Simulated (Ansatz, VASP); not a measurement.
**Al: VASP beside Ansatz**

INCAR

```
SYSTEM = Al
ALGO = Normal
EDIFF = 1E-6
ENCUT = 500
GGA = PS
GGA_COMPAT = .False.
ISIF = 2
ISMEAR = 0
LASPH = .True.
LCHARG = .False.
LREAL = .False.
LWAVE = .False.
NBANDS = 8
NELM = 120
PREC = Accurate
SIGMA = 0.1
```

KPOINTS

```
k-points
0
Gamma
  18 18 18
  0 0 0
```

The input POSCAR:

```
Al
1.0
    0.0000000000      2.0660643637      2.0660643637
    2.0660643637      0.0000000000      2.0660643637
    2.0660643637      2.0660643637      0.0000000000
Al
1
Direct
    0.0000000000      0.0000000000      0.0000000000
```

Input for Ansatz:

```yaml
crystal:
  lattice:
    - [0.0, 2.0660643637, 2.0660643637]
    - [2.0660643637, 0.0, 2.0660643637]
    - [2.0660643637, 2.0660643637, 0.0]
  atoms:
    - { symbol: Al, position: [0.0, 0.0, 0.0] }
basis:
  ecutwfc: 420
kpoints:
  mp_grid: { grid: [18, 18, 18] }
hamiltonian:
  xc: pbesol
  pseudopotentials: { kind: paw }
scf:
  occupations: { method: gaussian, width: 0.1 }
output:
  forces: true
  stress: true
  eigenvalues: true
  write_density: true
  write_potential: true
  elf: true
  volumetric_format: npy
```

Alike in both runs: task single point; functional PBEsol; k mesh 18 × 18 × 18; occupations gaussian, width 0.1 eV; no spin polarisation.

|  | VASP | Ansatz |
| --- | --- | --- |
| version | VASP 6.6.1 | Ansatz 0.2.0 |
| potentials or method | VASP PAW PBE potentials, release 64 (Al), cutoff 500 eV | scalar-relativistic, plane waves, PAW |
| valence electrons in the cell | 3 | 3 |

```tsv
	VASP	Ansatz	Ansatz less VASP
gap on the k mesh at the Fermi level (eV)	none	none	-
pressure (GPa)	-5.8	-5.8	-0.04
```

VASP's potentials were made for PBE, not for PBEsol. A gap of «none» marks a metal or a gap that the smearing closes.
